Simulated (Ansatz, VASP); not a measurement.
**Be in VASP and in Ansatz**

```
CELL_PARAMETERS angstrom
2.64717 0.00000 0.00000
0.00000 2.64717 0.00000
0.00000 0.00000 2.44238
ATOMIC_POSITIONS crystal
Be 0.50000 0.00000 0.46885
Be 0.00000 0.50000 0.53115
```

Alike in both runs: task single point; functional PBE; k mesh 6 × 6 × 8; occupations gaussian, width 0.1 eV; no spin polarisation.

|  | VASP | Ansatz |
| --- | --- | --- |
| version | VASP 6.6.1 | Ansatz 0.2.0 |
| potentials or method | VASP PAW PBE potentials, release 64 (Be), cutoff 520 eV | scalar-relativistic, plane waves, PAW |
| valence electrons in the cell | 4 | 4 |

|  | VASP | Ansatz | Ansatz less VASP |
| --- | --- | --- | --- |
| gap on the k mesh at the Fermi level (eV) | none | none | - |
| pressure (GPa) | 24.2 | 24.0 | -0.14 |
| traceless stress, the component that is largest in VASP (GPa) | -11.19 | -11.10 | +0.093 |
| rms of the force components (eV/Å) | 0.503 | 0.503 | +0.0003 |

Atom by atom the forces differ by 0.000 eV/Å (rms over components). A gap of «none» marks a metal or a gap that the smearing closes. The functional is the same, so the differences come from potentials, cutoffs and numerics.

The k mesh is coarse, so the values compare programs but aren't converged.
